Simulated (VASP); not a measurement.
# Te (Pmma) in VASP: settings compared

The runs below take Te through single point, with LDA, BLYP, PBEsol.

All numbers are computed with VASP 6.6.1; they aren't measurements. Logs are shortened: lines on timing, memory, paths and dates and some standing lists are left out, and cuts for length are marked.

## Step 1: The cell of the first run

Symmetry: Pmma, No. 51, orthorhombic system. Conventional cell: a = 9.214 Å, b = 3.152 Å, c = 4.457 Å, α = 90.00°, β = 90.00°, γ = 90.00°. Within 4.1 Å of Te (site symmetry mm2) lie 6 Te at 3.14 to 3.27 Å. Te (site symmetry 2/m) has 6 Te at 3.14 to 3.27 Å within 4.1 Å.

## Step 2: Single point, LDA

INCAR reads:

```
SYSTEM = Te
PREC     = Accurate       ! precision mode
ENCUT    = 520            ! plane-wave cutoff, eV
EDIFF    = 1E-6           ! SCF threshold, eV
ISMEAR   = -1             ! smearing method
SIGMA    = 0.15           ! smearing width, eV
LREAL    = .FALSE.        ! projectors in reciprocal space
LASPH    = .TRUE.         ! aspherical terms in the spheres
NELM     = 80             ! most SCF steps
ALGO     = Normal         ! electronic algorithm
ISIF     = 2              ! what is computed and relaxed
LWAVE    = .FALSE.        ! write WAVECAR
LCHARG   = .TRUE.         ! write CHGCAR
GGA      = CA             ! functional
LELF     = .TRUE.         ! ELF
LVHAR    = .TRUE.       
NBANDS   = 20             ! bands
```

KPOINTS reads:

```
regular mesh
0
G
  3 7 5
  0 0 0
```

POSCAR reads:

```
Te
1.0
    9.2140160000      0.0000000000      0.0000000000
    0.0000000000      3.1522020000      0.0000000000
    0.0000000000      0.0000000000      4.4566410000
Te
4
Direct
    0.7500000000      0.5000000000      0.5206230000
    0.2500000000      0.5000000000      0.4793770000
    0.0000000000      0.5000000000      0.0000000000
    0.5000000000      0.5000000000      0.0000000000
```

Potentials or basis: VASP PAW LDA potentials, release 64 (Te).

Launch:

```
$ cat potpaw_LDA.64/Te/POTCAR > POTCAR
$ mpirun -np 1 vasp_std > vasp.out
```

OUTCAR:

```text
SYSTEM = Te
   PREC = Accurate
   ENCUT = 520
   EDIFF = 1E-6
   ISMEAR = -1
   LREAL = .FALSE.
   LASPH = .TRUE.
   NELM = 80
   ISIF = 2
   GGA = CA

 ion  position               nearest neighbor table
   1  0.750  0.500  0.521-   3 3.14   4 3.14   3 3.27   4 3.27
   2  0.250  0.500  0.479-   3 3.14   4 3.14   3 3.27   4 3.27
   3  0.000  0.500  0.000-   1 3.14   2 3.14   1 3.27   2 3.27
   4  0.500  0.500  0.000-   1 3.14   2 3.14   1 3.27   2 3.27

  LATTYP: Found a simple orthorhombic cell.
 ALAT       =     3.1522020000
 B/A-ratio  =     1.4138183403
 C/A-ratio  =     2.9230410995

  Lattice vectors:

 A1 = (   0.0000000000,   3.1522020000,   0.0000000000)
 A2 = (   0.0000000000,   0.0000000000,   4.4566410000)
 A3 = (   9.2140160000,   0.0000000000,   0.0000000000)

Analysis of symmetry for initial positions (statically):
=====================================================================
 Subroutine PRICEL returns:
 Original cell was already a primitive cell.

 Routine SETGRP: Setting up the symmetry group for a
 simple orthorhombic supercell.

 Subroutine GETGRP returns: Found  8 space group operations
 (whereof  4 operations were pure point group operations)
 out of a pool of  8 trial point group operations.

The static configuration has the point symmetry C_2h.
 The point group associated with its full space group is D_2h.

Analysis of symmetry for dynamics (positions and initial velocities):
=====================================================================
 Subroutine PRICEL returns:
 Original cell was already a primitive cell.

 Routine SETGRP: Setting up the symmetry group for a
 simple orthorhombic supercell.

 Subroutine GETGRP returns: Found  8 space group operations
 (whereof  4 operations were pure point group operations)
 out of a pool of  8 trial point group operations.

The dynamic configuration has the point symmetry C_2h.
 The point group associated with its full space group is D_2h.

 Subroutine INISYM returns: Found  8 space group operations
 (whereof  4 operations are pure point group operations),
 and found     1 'primitive' translations

----------------------------------------------------------------------------------------

                                     Primitive cell

  volume of cell :     129.4406

[... 81 lines left out ...]
 SYSTEM =  Te
   PREC   = accura    normal or accurate (medium, high low for compatibility)
   ISTART =      0    job   : 0-new  1-cont  2-samecut
   ICHARG =      2    charge: 1-file 2-atom 10-const
   ISPIN  =      1    spin polarized calculation?
   LNONCOLLINEAR =      F non collinear calculations
   LSORBIT =      F    spin-orbit coupling
   LASPH  =      T    aspherical Exc in radial PAW
   ENCUT  =  520.0 eV  38.22 Ry    6.18 a.u.  17.13  5.86  8.29*2*pi/ulx,y,z
   NELM   =     80;   NELMIN=  2; NELMDL= -5     # of ELM steps
   EDIFF  = 0.1E-05   stopping-criterion for ELM
   LREAL  =      F    real-space projection
[... 7 lines left out ...]
   TEBEG  =    0.0;   TEEND  =   0.0 temperature during run
   PSTRESS=    0.0 pullay stress
   NELECT =      24.0000    total number of electrons
   NUPDOWN=      -1.0000    fix difference up-down
   EMIN   =  10.00;   EMAX   =-10.00  energy-range for DOS
   EFERMI =   0.00;   METHOD = LEGACY
   ISMEAR =    -1;   SIGMA  =   0.15  broadening in eV -4-tet -1-fermi 0-gaus
   EFERMI_NEDOS =   21; number of points for ismear=-14 and -15
   IALGO  =     38    algorithm
   IMIX   =      4    mixing-type and parameters
     AMIX     =   0.40;   BMIX     =  1.00
     AMIX_MAG =   1.60;   BMIX_MAG =  1.00
  volume/ion in A,a.u.               =      32.36       218.38
  Fermi-wavevector in a.u.,A,eV,Ry     =   0.933516  1.764089 11.856822  0.871452
  Thomas-Fermi vector in A             =   2.060225
   LORBIT       =      0    0 simple, 1 ext, 2 COOP (PROOUT), +10 PAW based schemes
   GGA     = CA    functional components
   LHFCALC =     F    Hartree Fock is set to
   AEXX    =    0.0000 exact exchange contribution
   IVDW    =     0    specifies the selected vdW correction
   LEPSILON=     F    determine dielectric tensor
   LRPA    =     F    only Hartree local field effects (RPA)
 non-spin polarized calculation
  energy-cutoff  :      520.00
  volume of cell :      129.44
 maximum number of plane-waves:      3514
 NGX is ok and might be reduce to    70
   NGX = 35   NGY = 11   NGZ = 17

 number of electron      23.9999998 magnetization

 Free energy of the ion-electron system (eV)
  ---------------------------------------------------
  ext. energy  EPLUGINS =         0.00000000
  ---------------------------------------------------
  free energy    TOTEN  =       -15.11845718 eV

  energy without entropy =      -14.92539826  energy(sigma->0) =      -15.02192772

 E-fermi :   6.4821     XC(G=0):  -9.5390

 val. band max:        6.4799336115   @ k =   0.0000   0.1429   0.4000
 cond. band min:       6.5530720193   @ k =   0.3333   0.1429   0.4000
 fundamental gap:      0.0731384077
 Fermi energy:         6.4820902306

 k-point     1 :       0.0000    0.0000    0.0000
  band No.  band energies     occupation
      1      -7.2908      2.00000
      2      -5.9571      2.00000
      3      -5.9535      2.00000
      4      -3.8932      2.00000
      5       1.7919      2.00000
      6       2.1512      2.00000
[... 541 lines left out ...]
     19       9.8974      0.00000
     20      10.8489      0.00000

------------------------ aborting loop because EDIFF is reached ----------------------------------------

  FORCE on cell =-STRESS in cart. coord.  units (eV):
  Direction    XX          YY          ZZ          XY          YZ          ZX
  --------------------------------------------------------------------------------------
  -------------------------------------------------------------------------------------
  Total       -2.4951177     -1.1722565     -2.3094785      0.0000000      0.0000000      0.0000000
  in kB      -30.8838172    -14.5098380    -28.5860299      0.0000000      0.0000000      0.0000000
  external PRESSURE =     -24.6598950 kB  Pullay stress =       0.0000000 kB

 VOLUME and BASIS-vectors are now :
 -----------------------------------------------------------------------------
  energy-cutoff  :      520.00
  volume of cell :      129.44
      direct lattice vectors                 reciprocal lattice vectors
     9.214016000  0.000000000  0.000000000     0.108530309  0.000000000  0.000000000
     0.000000000  3.152202000  0.000000000     0.000000000  0.317238553  0.000000000
     0.000000000  0.000000000  4.456641000     0.000000000  0.000000000  0.224384239

 POSITION                                       TOTAL-FORCE (eV/Angst)
 -----------------------------------------------------------------------------------
      6.91051      1.57610      2.32023         0.000000     -0.000000      0.040225
      2.30350      1.57610      2.13641         0.000000      0.000000     -0.040225
      0.00000      1.57610      0.00000         0.000000      0.000000     -0.000000
      4.60701      1.57610      0.00000         0.000000      0.000000     -0.000000
 -----------------------------------------------------------------------------------
    total drift:                                0.000000     -0.000000      0.000000

  FREE ENERGIE OF THE ION-ELECTRON SYSTEM (eV)
  ---------------------------------------------------
  free  energy   TOTEN  =       -15.1184571758 eV

  energy  without entropy=      -14.9253982631  energy(sigma->0) =      -15.02192772
```

It took 2.5 min on 1 thread of AMD EPYC 7R13 (Zen 3), shared host; peak memory 0.17 GiB.

What came out:

| Quantity | Value |
| --- | --- |
| Free energy | -15.1185 eV |
| Pressure | -2.5 GPa |
| Largest force | 0.040 eV/Å |
| Band gap on the k mesh | zero (band 12 reaches 8.49 eV, above the bottom of band 13 at 4.97 eV) |

Forces on the atoms (eV/Å):
```
Te   0.000  0.000  0.040
Te   0.000  0.000 -0.040
Te   0.000  0.000  0.000
Te   0.000  0.000  0.000
```

Caveat: spin-orbit coupling is left out, which moves the levels of the heavy elements.

## Step 3: Single point, BLYP

INCAR reads:

```
SYSTEM = Te
PREC = Accurate
ENCUT = 520
EDIFF = 1E-6
ISMEAR = -1
SIGMA = 0.15
LREAL = .FALSE.
LASPH = .TRUE.
NELM = 60
ALGO = Normal
ISIF = 2
LWAVE = .FALSE.
LCHARG = .FALSE.
GGA = B5
ALDAX = 1.0
AGGAX = 1.0
AGGAC = 1.0
ALDAC = 0.0
NBANDS = 20
```

KPOINTS is that of step 2.

POSCAR is that of step 2.

Potentials or basis: VASP PAW PBE potentials, release 64 (Te).

Launch:

```
$ cat potpaw_PBE.64/Te/POTCAR > POTCAR
$ mpirun -np 1 vasp_std > vasp.out
```

Wall time 2.1 min (1 thread of AMD EPYC 7R13 (Zen 3), shared host); peak memory 0.21 GiB.

It converged, with:

| Property | Result |
| --- | --- |
| Free energy | -9.7443 eV |
| Pressure | 5.4 GPa |
| Largest force | 0.005 eV/Å |
| Band gap on the k mesh | zero (band 12 reaches 9.06 eV, above the bottom of band 13 at 5.63 eV) |

Forces on the atoms (eV/Å):
```
Te   0.000  0.000  0.005
Te   0.000  0.000 -0.005
Te   0.000  0.000  0.000
Te   0.000  0.000  0.000
```

Stress tensor (GPa, compression positive):
```
4.74 0.00 0.00
0.00 6.44 0.00
0.00 0.00 4.88
```

Levels at points of the mesh, in eV from the Fermi level:
| k point | band 10 | band 11 | band 12 | band 13 | band 14 | band 15 |
| --- | --- | --- | --- | --- | --- | --- |
| (0.00, 0.00, 0.00) | -2.39 | 0.91 | 1.08 | 1.33 | 2.37 | 2.47 |

Caveat: the PAW data sets were made with another functional, which shifts forces and pressure a little; spin-orbit coupling is left out, which moves the levels of the heavy elements.

## Step 4: Single point, PBEsol

INCAR reads:

```
PREC = Accurate
ENCUT = 520
EDIFF = 1E-7
ISMEAR = -1
SIGMA = 0.15
LREAL = False
LASPH = True
NELM = 60
ALGO = Normal
ISIF = 2
LWAVE = False
LCHARG = False
GGA = PS
NBANDS = 20
```

KPOINTS reads:

```
Automatic mesh
0
Gamma
  3 7 5
```

POSCAR is that of step 3.

Potentials or basis: VASP PAW PBE potentials, release 64 (Te).

Launch:

```
$ cat potpaw_PBE.64/Te/POTCAR > POTCAR
$ mpirun -np 1 vasp_std > vasp.out
```

OUTCAR:

```text
PREC = Accurate
   ENCUT = 520
   EDIFF = 1E-7
   ISMEAR = -1
   LREAL = False
   LASPH = True
   NELM = 60
   ISIF = 2
   GGA = PS

 ion  position               nearest neighbor table
   1  0.750  0.500  0.521-   3 3.14   4 3.14   3 3.27   4 3.27
   2  0.250  0.500  0.479-   3 3.14   4 3.14   3 3.27   4 3.27
   3  0.000  0.500  0.000-   1 3.14   2 3.14   1 3.27   2 3.27
   4  0.500  0.500  0.000-   1 3.14   2 3.14   1 3.27   2 3.27

  LATTYP: Found a simple orthorhombic cell.
 ALAT       =     3.1522020000
 B/A-ratio  =     1.4138183403
 C/A-ratio  =     2.9230410995

  Lattice vectors:

 A1 = (   0.0000000000,   3.1522020000,   0.0000000000)
 A2 = (   0.0000000000,   0.0000000000,   4.4566410000)
 A3 = (   9.2140160000,   0.0000000000,   0.0000000000)

Analysis of symmetry for initial positions (statically):
=====================================================================
 Subroutine PRICEL returns:
 Original cell was already a primitive cell.

 Routine SETGRP: Setting up the symmetry group for a
 simple orthorhombic supercell.

 Subroutine GETGRP returns: Found  8 space group operations
 (whereof  4 operations were pure point group operations)
 out of a pool of  8 trial point group operations.

The static configuration has the point symmetry C_2h.
 The point group associated with its full space group is D_2h.

Analysis of symmetry for dynamics (positions and initial velocities):
=====================================================================
 Subroutine PRICEL returns:
 Original cell was already a primitive cell.

 Routine SETGRP: Setting up the symmetry group for a
 simple orthorhombic supercell.

[... 120 lines left out ...]
   NUPDOWN=      -1.0000    fix difference up-down
   EMIN   =  10.00;   EMAX   =-10.00  energy-range for DOS
   EFERMI =   0.00;   METHOD = LEGACY
   ISMEAR =    -1;   SIGMA  =   0.15  broadening in eV -4-tet -1-fermi 0-gaus
   EFERMI_NEDOS =   21; number of points for ismear=-14 and -15
   IALGO  =     38    algorithm
   IMIX   =      4    mixing-type and parameters
     AMIX     =   0.40;   BMIX     =  1.00
     AMIX_MAG =   1.60;   BMIX_MAG =  1.00
  volume/ion in A,a.u.               =      32.36       218.38
  Fermi-wavevector in a.u.,A,eV,Ry     =   0.933516  1.764089 11.856822  0.871452
  Thomas-Fermi vector in A             =   2.060225
   LORBIT       =      0    0 simple, 1 ext, 2 COOP (PROOUT), +10 PAW based schemes
   GGA     = PS    functional components
   LHFCALC =     F    Hartree Fock is set to
   AEXX    =    0.0000 exact exchange contribution
   IVDW    =     0    specifies the selected vdW correction
   LEPSILON=     F    determine dielectric tensor
   LRPA    =     F    only Hartree local field effects (RPA)
 non-spin polarized calculation
  energy-cutoff  :      520.00
  volume of cell :      129.44
 maximum number of plane-waves:      3514
 NGX is ok and might be reduce to    70
   NGX = 35   NGY = 11   NGZ = 17

 number of electron      23.9999998 magnetization

 Free energy of the ion-electron system (eV)
  ---------------------------------------------------
  ext. energy  EPLUGINS =         0.00000000
  ---------------------------------------------------
  free energy    TOTEN  =       -14.02434323 eV

  energy without entropy =      -13.83267015  energy(sigma->0) =      -13.92850669

 E-fermi :   6.4997     XC(G=0):  -9.4740

 val. band max:        6.4967940354   @ k =   0.0000   0.1429   0.4000
 cond. band min:       6.5683774477   @ k =   0.3333   0.1429   0.4000
 fundamental gap:      0.0715834124
 Fermi energy:         6.4997477145

 k-point     1 :       0.0000    0.0000    0.0000
  band No.  band energies     occupation
      1      -7.2787      2.00000
      2      -5.9376      2.00000
      3      -5.9339      2.00000
      4      -3.8531      2.00000
      5       1.7809      2.00000
      6       2.1416      2.00000
[... 541 lines left out ...]
     19       9.8746      0.00000
     20      10.8345      0.00000

------------------------ aborting loop because EDIFF is reached ----------------------------------------

  FORCE on cell =-STRESS in cart. coord.  units (eV):
  Direction    XX          YY          ZZ          XY          YZ          ZX
  --------------------------------------------------------------------------------------
  -------------------------------------------------------------------------------------
  Total       -1.7384228     -0.3879503     -1.6009961      0.0000000      0.0000000      0.0000000
  in kB      -21.5176741     -4.8019320    -19.8166479      0.0000000      0.0000000      0.0000000
  external PRESSURE =     -15.3787514 kB  Pullay stress =       0.0000000 kB

 VOLUME and BASIS-vectors are now :
 -----------------------------------------------------------------------------
  energy-cutoff  :      520.00
  volume of cell :      129.44
      direct lattice vectors                 reciprocal lattice vectors
     9.214016000  0.000000000  0.000000000     0.108530309  0.000000000  0.000000000
     0.000000000  3.152202000  0.000000000     0.000000000  0.317238553  0.000000000
     0.000000000  0.000000000  4.456641000     0.000000000  0.000000000  0.224384239

 POSITION                                       TOTAL-FORCE (eV/Angst)
 -----------------------------------------------------------------------------------
      6.91051      1.57610      2.32023         0.000000      0.000000      0.033742
      2.30350      1.57610      2.13641         0.000000     -0.000000     -0.033742
      0.00000      1.57610      0.00000         0.000000     -0.000000      0.000000
      4.60701      1.57610      0.00000         0.000000     -0.000000      0.000000
 -----------------------------------------------------------------------------------
    total drift:                                0.000000     -0.000000      0.000000

  FREE ENERGIE OF THE ION-ELECTRON SYSTEM (eV)
  ---------------------------------------------------
  free  energy   TOTEN  =       -14.0243432253 eV

  energy  without entropy=      -13.8326701466  energy(sigma->0) =      -13.92850669
```

Wall time 99 s (1 thread of AMD EPYC 7R13 (Zen 3), shared host); peak memory 0.21 GiB.

Results:

```
Free energy            : -14.0243 eV
Pressure               : -1.5 GPa
Largest force          : 0.034 eV/Å
Band gap on the k mesh : zero (band 12 reaches 8.53 eV, above the bottom of band 13 at 4.99 eV)
```

Forces on the atoms (eV/Å):
```
Te   0.000  0.000  0.034
Te   0.000  0.000 -0.034
Te   0.000  0.000  0.000
Te   0.000  0.000  0.000
```

Caveat: the PAW data sets were made with another functional, which shifts forces and pressure a little; spin-orbit coupling is left out, which moves the levels of the heavy elements.

## Step 5: Summary

| level | potentials or basis | gap on the mesh (eV) | pressure (GPa) | largest force (eV/Å) |
| --- | --- | --- | --- | --- |
| LDA | VASP PAW LDA potentials, release 64 (Te) | none | -2.5 | 0.04 |
| BLYP | VASP PAW PBE potentials, release 64 (Te) | none | 5.4 | 0.01 |
| PBEsol | VASP PAW PBE potentials, release 64 (Te) | none | -1.5 | 0.03 |

Alike in all rows: task single point; no spin polarisation; cell as given; k mesh 3 × 7 × 5; cutoff (eV) 520; smearing fermi-dirac 0.15 eV.

Caveats: spin-orbit coupling is left out, which moves the levels of the heavy elements; the PAW data sets were made with another functional, which shifts forces and pressure a little (some runs).

Total energies depend on the potentials used, so only differences within one code and one set of settings carry meaning.
